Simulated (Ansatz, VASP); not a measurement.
# KI in VASP and in Ansatz

```
K I
1.0
     4.29094   -0.06587    0.00000
    -0.06587    4.29094    0.00000
     0.00000    0.00000    4.29094
K I
1 1
Direct
  0.00000 0.00000 0.00000
  0.50000 0.50000 0.50000
```

Change from the starting cell: shear_xy strain -3.1%.

Alike in both runs: task single point; functional HSE06; k mesh 4 × 4 × 4; no spin polarisation.

```csv
,VASP,Ansatz
version,VASP 6.6.1,Ansatz 0.2.0
potentials or method,"VASP PAW PBE potentials, release 64 (K_sv, I)","plane waves, PAW"
plane-wave cutoff (eV),520,420
occupations,"gaussian, width 0.01 eV",fixed
valence electrons in the cell,16,26
```

Ansatz gave:

```
gap on the k mesh at the Fermi level (eV)                     : 4.31
pressure (GPa)                                                : 0.3
traceless stress, the component that is largest in VASP (GPa) : 0.10
```

**Question.** Estimate VASP's values.

**Answer.** gap on the k mesh at the Fermi level (eV): 4.30; pressure (GPa): 0.3; traceless stress, the component that is largest in VASP (GPa): 0.10.

VASP's potentials hold 16 valence electrons a cell and Ansatz's 26, so a difference there can come from the potentials and not from the codes. Ansatz's warnings: stress exchange threshold loose, stress scf threshold loose.

Spin-orbit coupling is off throughout.
